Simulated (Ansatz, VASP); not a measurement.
# Two plane-wave programs on Al2O3

```
Al O
1.0
     2.42954    1.40269    4.18593
    -2.42954    1.40269    4.18593
     0.00000   -2.80539    4.18593
Al O
4 6
Direct
  0.85204 0.85204 0.85204
  0.64796 0.64796 0.64796
  0.14796 0.14796 0.14796
  0.35204 0.35204 0.35204
  0.05586 0.44414 0.75000
  0.75000 0.05586 0.44414
  0.44414 0.75000 0.05586
  0.94414 0.55586 0.25000
  0.25000 0.94414 0.55586
  0.55586 0.25000 0.94414
```

Alike in both runs: task single point; functional PBEsol; k mesh 6 × 6 × 6; occupations gaussian, width 0.05 eV; no spin polarisation.

|  | VASP | Ansatz |
| --- | --- | --- |
| version | VASP 6.6.1 | Ansatz 0.2.0 |
| potentials or method | VASP PAW PBE potentials, release 64 (Al, O), cutoff 520 eV | scalar-relativistic, plane waves, PAW |
| valence electrons in the cell | 48 | 48 |

VASP gave:

```
gap on the k mesh at the Fermi level (eV)                     : 5.58
least direct gap on the mesh (eV)                             : 5.58
pressure (GPa)                                                : -0.3
traceless stress, the component that is largest in VASP (GPa) : 13.98
rms of the force components (eV/Å)                            : 0.170
```

Task: What did Ansatz give for the same quantities?

Result: gap on the k mesh at the Fermi level (eV): 5.58; least direct gap on the mesh (eV): 5.58; pressure (GPa): -0.4; traceless stress, the component that is largest in VASP (GPa): 13.98; rms of the force components (eV/Å): 0.166.

VASP's potentials were made for PBE, not for PBEsol, and Ansatz warns of the same on its side. Atom by atom the forces differ by 0.005 eV/Å (rms over components). With one functional, cell and mesh, what is left measures potentials, basis and numerics.
